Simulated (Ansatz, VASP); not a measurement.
# One calculation of B2P, two programs

```xyz
6
Lattice="5.6026 -1.5174 -0.0028 5.6026 1.5174 -0.0028 -0.8307 0.0000 3.5493" Properties=species:S:1:pos:R:3 pbc="T T T"
B     9.2851    0.0000    0.8123
B     4.3451    0.0000    1.6192
B     6.0294    0.0000    1.9245
B     1.0895    0.0000    2.7314
P     3.0589    0.0000    3.0645
P     7.3156    0.0000    0.4792
```

Alike in both runs: task single point; functional PBE; k mesh 12 × 12 × 10; occupations gaussian, width 0.1 eV; no spin polarisation.

|  | VASP | Ansatz |
| --- | --- | --- |
| version | VASP 6.6.1 | Ansatz 0.2.0 |
| potentials or method | VASP PAW PBE potentials, release 64 (B, P), cutoff 520 eV | scalar-relativistic, plane waves, PAW |
| valence electrons in the cell | 22 | 22 |

Ansatz gave:

```
gap on the k mesh at the Fermi level (eV)                     : none
pressure (GPa)                                                : 0.0
traceless stress, the component that is largest in VASP (GPa) : 0.00
rms of the force components (eV/Å)                            : 0.002
```

Question: What did VASP give for the same quantities?

Answer: gap on the k mesh at the Fermi level (eV): none; pressure (GPa): -0.2; traceless stress, the component that is largest in VASP (GPa): 0.09; rms of the force components (eV/Å): 0.009.

Atom by atom the forces differ by 0.010 eV/Å (rms over components). A gap of «none» marks a metal or a gap that the smearing closes. With one functional, cell and mesh, what is left measures potentials, basis and numerics.
